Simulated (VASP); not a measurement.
Runs of VASP 6.6.1 on Hg2SeO. The structure is tetragonal, space group P-4m2 (No. 115). The conventional cell has a = 4.076 Å, b = 4.076 Å, c = 5.511 Å, α = 90.00°, β = 90.00°, γ = 90.00°. Within 3.0 Å of O (site symmetry -4m2) lie 4 Hg at 2.30 Å. Within 3.0 Å of Hg (site symmetry 2mm) lie 2 O at 2.30 Å and 2 Se at 2.64 Å. Se (site symmetry -4m2) has 4 Hg at 2.64 Å within 3.5 Å. 

```tsv
level	k mesh	cutoff (eV)	smearing	gap on the mesh (eV)	pressure (GPa)	largest force (eV/Å)
PBEsol	4 × 4 × 4	600	fermi-dirac 0.02 eV	none	-0.6	0.11
r2SCAN	4 × 4 × 4, shifted	660	fermi-dirac 0.02 eV	0.87	(a)	0.05
r2SCAN	2 × 2 × 2	660	fermi-dirac 0.02 eV	none	2.0	0.06
r2SCAN	4 × 4 × 4	660	fermi-dirac 0.02 eV	none	0.7	0.04
r2SCAN	4 × 4 × 4	660	gaussian 0.05 eV	none	0.7	0.04
r2SCAN+rVV10	4 × 4 × 4	660	fermi-dirac 0.02 eV	none	(b)	0.02
r2SCAN	4 × 4 × 4	660	fermi-dirac 0.001 eV	none	0.7	0.04
```

Alike in all rows: task single point; potentials or basis VASP PAW PBE potentials, release 64 (O, Hg, Se); no spin polarisation; cell as given.

Problem. Estimate the missing entries.

Solution. (a) 0.5; (b) -0.3.

Caveats: some runs use coarse meshes; the PAW data sets were made with another functional, which shifts forces and pressure a little; spin-orbit coupling is left out, which moves the levels of the heavy elements; semilocal functionals underestimate gaps, so a narrow gap can read as zero (at least some runs); a shifted mesh leaves out Γ, where band edges can lie (at least some runs).

A k mesh can miss the band edges, and the runs leave out spin-orbit coupling on Hg, Se.

A gap of «none» marks levels without a gap at the run's occupations.
